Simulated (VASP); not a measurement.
# HfO2 (Fm-3m) in VASP: a series of runs

The runs below take HfO2 through single point, with HSE06.

All numbers are computed with VASP 6.6.1; they aren't measurements. Logs are shortened: lines on timing, memory, paths and dates and some standing lists are left out, and cuts for length are marked.

## Step 1: The cell of the first run

The structure is cubic, space group Fm-3m (No. 225). The conventional cell has a = 5.210 Å, b = 5.210 Å, c = 5.210 Å, α = 90.00°, β = 90.00°, γ = 90.00°. Within 3.0 Å of Hf (site symmetry m-3m) lie 8 O at 2.26 Å. O (site symmetry -43m) has 4 Hf at 2.26 Å and 6 O at 2.61 Å within 3.0 Å.

## Step 2: Single point, HSE06 (strain +3.0%)

Input file POSCAR:

```
HfO2
1.0
    0.0000000000      2.6050577889      2.6050577889
    2.6050577889      0.0000000000      2.6050577889
    2.6050577889      2.6050577889      0.0000000000
Hf O
1 2
Direct
    0.0000000000      0.0000000000      0.0000000000
    0.2500000000      0.2500000000      0.2500000000
    0.7500000000      0.7500000000      0.7500000000
```

Input file INCAR.step1:

```
PREC = Accurate ; ENCUT = 520
EDIFF = 1E-5 ; ISMEAR = 0
SIGMA = 0.01 ; LREAL = False
LASPH = True ; NELM = 80
ALGO = Normal ; ISIF = 2
LWAVE = True ; LCHARG = False
GGA = PE ; NBANDS = 18
```

Input file INCAR.step2:

```
PREC = Accurate ; ENCUT = 520
EDIFF = 1E-6 ; ISMEAR = 0
SIGMA = 0.01 ; LREAL = False
LASPH = True ; NELM = 80
ALGO = Normal ; ISIF = 2
LWAVE = False ; LCHARG = False
GGA = PE ; LHFCALC = True
HFSCREEN = 0.2079 ; PRECFOCK = Normal
ISTART = 1 ; NBANDS = 18
```

Input file KPOINTS:

```
Automatic mesh
0
Gamma
  6 6 6
```

Potentials or basis: VASP PAW PBE potentials, release 64 (Hf_pv, O).

Run with:

```console
> cat potpaw_PBE.64/Hf_pv/POTCAR potpaw_PBE.64/O/POTCAR > POTCAR
> cp INCAR.step1 INCAR
> mpirun -np 1 vasp_std > vasp.out
> cp INCAR.step2 INCAR
> mpirun -np 1 vasp_std > vasp.out
```

OUTCAR:

```text
PREC = Accurate
   ENCUT = 520
   EDIFF = 1E-6
   ISMEAR = 0
   LREAL = False
   LASPH = True
   NELM = 80
   ISIF = 2
   GGA = PE
   LHFCALC = True
   HFSCREEN = 0.2079
   PRECFOCK = Normal
   ISTART = 1

 ion  position               nearest neighbor table
   1  0.000  0.000  0.000-   3 2.26   3 2.26   3 2.26   2 2.26   3 2.26   2 2.26   2 2.26   2 2.26

   2  0.250  0.250  0.250-   1 2.26   1 2.26   1 2.26   1 2.26
   3  0.750  0.750  0.750-   1 2.26   1 2.26   1 2.26   1 2.26

  LATTYP: Found a face centered cubic cell.
 ALAT       =     5.2101155778

  Lattice vectors:

 A1 = (   0.0000000000,   2.6050577889,   2.6050577889)
 A2 = (   2.6050577889,   0.0000000000,   2.6050577889)
 A3 = (   2.6050577889,   2.6050577889,   0.0000000000)

Analysis of symmetry for initial positions (statically):
=====================================================================
 Subroutine PRICEL returns:
 Original cell was already a primitive cell.

 Routine SETGRP: Setting up the symmetry group for a
 face centered cubic supercell.

 Subroutine GETGRP returns: Found 48 space group operations
 (whereof 48 operations were pure point group operations)
 out of a pool of 48 trial point group operations.

The static configuration has the point symmetry O_h .

Analysis of symmetry for dynamics (positions and initial velocities):
=====================================================================
 Subroutine PRICEL returns:
 Original cell was already a primitive cell.

 Routine SETGRP: Setting up the symmetry group for a
 face centered cubic supercell.

 Subroutine GETGRP returns: Found 48 space group operations
 (whereof 48 operations were pure point group operations)
 out of a pool of 48 trial point group operations.

The dynamic configuration has the point symmetry O_h .

 Subroutine INISYM returns: Found 48 space group operations
 (whereof 48 operations are pure point group operations),
 and found     1 'primitive' translations

----------------------------------------------------------------------------------------

                                     Primitive cell

  volume of cell :      35.3575

  direct lattice vectors                    reciprocal lattice vectors
     0.000000000  2.605057789  2.605057789    -0.191934322  0.191934322  0.191934322
     2.605057789  0.000000000  2.605057789     0.191934322 -0.191934322  0.191934322
     2.605057789  2.605057789  0.000000000     0.191934322  0.191934322 -0.191934322

  length of vectors
     3.684108056  3.684108056  3.684108056     0.332439997  0.332439997  0.332439997

  position of ions in fractional coordinates (direct lattice)
     0.000000000  0.000000000  0.000000000
     0.250000000  0.250000000  0.250000000
     0.750000000  0.750000000  0.750000000

  ion indices of the primitive-cell ions
   primitive index   ion index
                 1           1
                 2           2
                 3           3

----------------------------------------------------------------------------------------

 KPOINTS: Automatic mesh

Automatic generation of k-mesh.
 Grid dimensions read from file:
 generate k-points for:    6    6    6

 Generating k-lattice:

  Cartesian coordinates                     Fractional coordinates (reciprocal lattice)
    -0.031989054  0.031989054  0.031989054     0.166666667  0.000000000  0.000000000
     0.031989054 -0.031989054  0.031989054     0.000000000  0.166666667  0.000000000
     0.031989054  0.031989054 -0.031989054     0.000000000  0.000000000  0.166666667

  Length of vectors
     0.055406666  0.055406666  0.055406666

  Shift w.r.t. Gamma in fractional coordinates (k-lattice)
     0.000000000  0.000000000  0.000000000

 Subroutine IBZKPT returns following result:
 ===========================================

 Found     16 irreducible k-points:

 Following reciprocal coordinates:
            Coordinates               Weight
  0.000000  0.000000  0.000000      1.000000
  0.166667  0.000000  0.000000      8.000000
  0.333333  0.000000  0.000000      8.000000
  0.500000  0.000000  0.000000      4.000000
  0.166667  0.166667  0.000000      6.000000
  0.333333  0.166667  0.000000     24.000000
[... 8 lines left out ...]
 -0.333333  0.333333  0.166667     24.000000
 -0.333333  0.500000  0.166667     12.000000
   k-points           NKPTS =     16   k-points in BZ     NKDIM =    216   number of bands    NBANDS=     18
   number of dos      NEDOS =    301   number of ions     NIONS =      3
   total plane-waves  NPLWV =  21952
   dimension x,y,z NGX =    28 NGY =   28 NGZ =   28
   dimension x,y,z NGXF=    56 NGYF=   56 NGZF=   56
   ions per type =               1   2
   NGX,Y,Z   is equivalent  to a cutoff of  12.64, 12.64, 12.64 a.u.
   NGXF,Y,Z  is equivalent  to a cutoff of  25.27, 25.27, 25.27 a.u.
 SYSTEM =  unknown system
   PREC   = accura    normal or accurate (medium, high low for compatibility)
   ISTART =      1    job   : 0-new  1-cont  2-samecut
   ICHARG =      0    charge: 1-file 2-atom 10-const
   ISPIN  =      1    spin polarized calculation?
   LNONCOLLINEAR =      F non collinear calculations
   LSORBIT =      F    spin-orbit coupling
   LASPH  =      T    aspherical Exc in radial PAW
   ENCUT  =  520.0 eV  38.22 Ry    6.18 a.u.   6.85  6.85  6.85*2*pi/ulx,y,z
   NELM   =     80;   NELMIN=  2; NELMDL=  0     # of ELM steps
   EDIFF  = 0.1E-05   stopping-criterion for ELM
   LREAL  =      F    real-space projection
   EDIFFG = 0.1E-04   stopping-criterion for IOM
   NSW    =      0    number of steps for IOM
   IBRION =     -1    ionic relax: 0-MD 1-quasi-New 2-CG
   NFREE  =      0    steps in history (QN), initial steepest desc. (CG)
   ISIF   =      2    stress and relaxation
   ISYM   =      3    0-nonsym 1-usesym 2-fastsym
   POTIM  = 0.5000    time-step for ionic-motion
   TEBEG  =    0.0;   TEEND  =   0.0 temperature during run
   PSTRESS=    0.0 pullay stress
   NELECT =      22.0000    total number of electrons
   NUPDOWN=      -1.0000    fix difference up-down
   EMIN   =  10.00;   EMAX   =-10.00  energy-range for DOS
   EFERMI =   0.00;   METHOD = LEGACY
   ISMEAR =     0;   SIGMA  =   0.01  broadening in eV -4-tet -1-fermi 0-gaus
   EFERMI_NEDOS =   21; number of points for ismear=-14 and -15
   IALGO  =     38    algorithm
   IMIX   =      1    mixing-type and parameters
     AMIX     =   0.40;   BMIX     =  1.00
     AMIX_MAG =   1.60;   BMIX_MAG =  1.00
  volume/ion in A,a.u.               =      11.79        79.53
  Fermi-wavevector in a.u.,A,eV,Ry     =   1.397618  2.641114 26.576736  1.953335
  Thomas-Fermi vector in A             =   2.520856
   LORBIT       =      0    0 simple, 1 ext, 2 COOP (PROOUT), +10 PAW based schemes
   GGA     = PE    functional components
   LHFCALC =     T    Hartree Fock is set to
   PRECFOCK=normal    Normal, Fast or Accurate (Low or Medium for compatibility)
   ENCUT4O =  -1.0   cutoff for four orbital integrals eV
   NKREDX  =     1    reduce k-point grid by
   NKREDY  =     1    reduce k-point grid by
   NKREDZ  =     1    reduce k-point grid by
   AEXX    =    0.2500 exact exchange contribution
   HFSCREEN=    0.2079 screening length (either q_TF or 0.3 A-1)
   HFSCREENC=   0.2079 screening length for correlation (either q_TF or 0.3 A-1)
   ENCUTFOCK=  -1.0 apply spherical cutoff to Coloumb kernel
   IVDW    =     0    specifies the selected vdW correction
   LEPSILON=     F    determine dielectric tensor
   LRPA    =     F    only Hartree local field effects (RPA)
 non-spin polarized calculation
 Gauss-broadening in eV      SIGMA  =   0.01
  energy-cutoff  :      520.00
  volume of cell :       35.36
 maximum number of plane-waves:       962
  NGX = 24; NGY = 24; NGZ = 24

 number of electron      22.0000000 magnetization

 Free energy of the ion-electron system (eV)
  ---------------------------------------------------
  ext. energy  EPLUGINS =         0.00000000
  ---------------------------------------------------
  free energy    TOTEN  =       -35.97561162 eV

  energy without entropy =      -35.97561162  energy(sigma->0) =      -35.97561162

 E-fermi :   2.7067     XC(G=0):  -9.3597

 val. band max:        2.5895300861   @ k =   0.5000   0.5000   0.0000
 cond. band min:       7.6711773044   @ k =   0.5000   0.5000   0.0000
 fundamental gap:      5.0816472182
 Fermi energy:         2.7067162887

 k-point     1 :       0.0000    0.0000    0.0000
  band No.  band energies     occupation
      1     -29.0547      2.00000
      2     -29.0547      2.00000
      3     -29.0547      2.00000
      4     -17.3555      2.00000
      5     -14.5665      2.00000
      6      -2.6831      2.00000
[... 10 lines left out ...]
     17      13.8779      0.00000
     18      17.7870      0.00000

 k-point     2 :       0.1667    0.0000    0.0000
  band No.  band energies     occupation
      1     -29.1470      2.00000
      2     -29.0656      2.00000
      3     -29.0656      2.00000
      4     -17.0403      2.00000
      5     -14.8108      2.00000
      6      -2.4290      2.00000
[... 10 lines left out ...]
     17      13.4689      0.00000
     18      16.9403      0.00000

 k-point     3 :       0.3333    0.0000    0.0000
  band No.  band energies     occupation
      1     -29.3231      2.00000
      2     -29.0873      2.00000
      3     -29.0873      2.00000
      4     -16.4279      2.00000
      5     -15.1959      2.00000
      6      -1.8901      2.00000
[... 10 lines left out ...]
     17      13.1929      0.00000
     18      15.6850      0.00000

 k-point     4 :       0.5000    0.0000    0.0000
  band No.  band energies     occupation
      1     -29.4073      2.00000
      2     -29.0982      2.00000
      3     -29.0982      2.00000
      4     -16.1863      2.00000
      5     -15.2820      2.00000
      6      -1.6114      2.00000
[... 207 lines left out ...]
      4     -15.9100      2.00000
      5     -15.4757      2.00000
      6      -2.3292      2.00000
[... 10 lines left out ...]
     17      14.5707      0.00000
     18      16.9484      0.00000

 k-point    15 :      -0.3333    0.3333    0.1667
  band No.  band energies     occupation
      1     -29.3308      2.00000
      2     -29.2467      2.00000
      3     -29.1378      2.00000
      4     -15.7371      2.00000
      5     -15.5092      2.00000
      6      -2.3677      2.00000
[... 10 lines left out ...]
     17      15.5813      0.00000
     18      16.8547      0.00000

 k-point    16 :      -0.3333    0.5000    0.1667
  band No.  band energies     occupation
      1     -29.3605      2.00000
      2     -29.2281      2.00000
      3     -29.1610      2.00000
      4     -15.6464      2.00000
      5     -15.5214      2.00000
      6      -3.2484      2.00000
[... 10 lines left out ...]
     17      16.7844      0.00000
     18      17.5788      0.00000

------------------------ aborting loop because EDIFF is reached ----------------------------------------

  FORCE on cell =-STRESS in cart. coord.  units (eV):
  Direction    XX          YY          ZZ          XY          YZ          ZX
  --------------------------------------------------------------------------------------
  -------------------------------------------------------------------------------------
  Total       -5.3197269     -5.3197269     -5.3197269     -0.0000000     -0.0000000      0.0000000
  in kB     -241.0559416   -241.0559416   -241.0559416     -0.0000000     -0.0000000      0.0000000
  external PRESSURE =    -241.0559416 kB  Pullay stress =       0.0000000 kB

 VOLUME and BASIS-vectors are now :
 -----------------------------------------------------------------------------
  energy-cutoff  :      520.00
  volume of cell :       35.36
      direct lattice vectors                 reciprocal lattice vectors
     0.000000000  2.605057789  2.605057789    -0.191934322  0.191934322  0.191934322
     2.605057789  0.000000000  2.605057789     0.191934322 -0.191934322  0.191934322
     2.605057789  2.605057789  0.000000000     0.191934322  0.191934322 -0.191934322

 POSITION                                       TOTAL-FORCE (eV/Angst)
 -----------------------------------------------------------------------------------
      0.00000      0.00000      0.00000        -0.000000     -0.000000      0.000000
      1.30253      1.30253      1.30253         0.000000      0.000000      0.000000
      3.90759      3.90759      3.90759         0.000000     -0.000000      0.000000
 -----------------------------------------------------------------------------------
    total drift:                               -0.000001     -0.000001     -0.000001

  FREE ENERGIE OF THE ION-ELECTRON SYSTEM (eV)
  ---------------------------------------------------
  free  energy   TOTEN  =       -35.9756116200 eV

  energy  without entropy=      -35.9756116200  energy(sigma->0) =      -35.97561162
```

It took 62 min on 1 thread of Intel Xeon Platinum 8375C at 2.90GHz (Ice Lake), shared host; peak memory 0.28 GiB.

Results:

| Property | Result |
| --- | --- |
| Free energy | -35.9756 eV |
| Pressure | -24.1 GPa |
| Band gap on the k mesh | 5.08 eV |

Caveat: the cell differs from its parent crystal (strain +3.0%); the cell stands under tension; the PAW data sets were made with another functional, which shifts forces and pressure a little; spin-orbit coupling is left out, which moves the levels of the heavy elements. A k mesh can miss the band edges.

(Part 1 of 2 ends here.)
